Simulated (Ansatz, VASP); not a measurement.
CaS: VASP beside Ansatz

```
Ca S
1.0
     0.00000    2.85237    2.85237
     2.85237    0.00000    2.85237
     2.85237    2.85237    0.00000
Ca S
1 1
Direct
  0.00000 0.00000 0.00000
  0.50000 0.50000 0.50000
```

Alike in both runs: task single point; functional PBE; k mesh 4 × 4 × 4; occupations gaussian, width 0.1 eV; no spin polarisation.

|  | VASP | Ansatz |
| --- | --- | --- |
| version | VASP 6.6.1 | Ansatz 0.2.0 |
| potentials or method | VASP PAW PBE potentials, release 64 (Ca_sv, S), cutoff 500 eV | scalar-relativistic, plane waves, PAW |
| valence electrons in the cell | 16 | 16 |

Ansatz gave:

| Property | Result |
| --- | --- |
| gap on the k mesh at the Fermi level (eV) | 2.37 |
| least direct gap on the mesh (eV) | 3.17 |
| pressure (GPa) | 0.3 |

Question: Which values does VASP return?

Answer: gap on the k mesh at the Fermi level (eV): 2.36; least direct gap on the mesh (eV): 3.16; pressure (GPa): 0.5.

With one functional, cell and mesh, what is left measures potentials, basis and numerics.

The k mesh is coarse, so the values compare programs but aren't converged.
